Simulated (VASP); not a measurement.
Set up this calculation in VASP 6.6.1, as the native input.

| Quantity | Value |
| --- | --- |
| Task | single point |
| Functional | LDA |
| Potentials or basis | VASP PAW LDA potentials, release 64 (Br) |
| Cutoff | 520 eV |
| k mesh | 9 × 9 × 9 |
| Occupations | methfessel-paxton, width 0.1 eV |
| Spin | non-collinear spin, zero start, spin-orbit coupling |
| Starting moments | [[0.0, 0.0, 0.0]] μB |
| Dipole correction | no |
| Further INCAR settings | ALGO = Normal; EDIFF = 1e-06; NBANDS = 18 |

The structure of Br lies in POSCAR:

```
Br
1.0
   -1.4234917050      1.4234917050      3.5775173700
    1.4234917050     -1.4234917050      3.5775173700
    1.4234917050      1.4234917050     -3.5775173700
Br
1
Direct
    0.0000000000      0.0000000000      0.0000000000
```

One way to write it, as run:

INCAR

```
PREC = Accurate
ENCUT = 520
EDIFF = 1E-6
ISMEAR = 1
SIGMA = 0.1
LREAL = F
LASPH = T
NELM = 150
ALGO = Normal
ISIF = 2
LWAVE = F
LCHARG = T
LNONCOLLINEAR = T
MAGMOM = 0 0 0
LORBIT = 11
LSORBIT = T
GGA_COMPAT = F
LORBMOM = T
LVHAR = T
NBANDS = 18
```

KPOINTS

```
Automatic mesh
0
Gamma
  9 9 9
```

Potentials or basis: VASP PAW LDA potentials, release 64 (Br).

Launch:

```sh
$ cat potpaw_LDA.64/Br/POTCAR > POTCAR
$ mpirun -np 1 vasp_ncl > vasp.out
```

Results of the run:

* Pressure: -2.4 GPa
* Net moment: 0.00 μB per cell
* Valence electrons inside the program's atomic spheres: Br 4.69

Run time: 3.2 min on 1 thread of Intel Xeon 8259CL (shared host), peak memory 0.23 GiB.
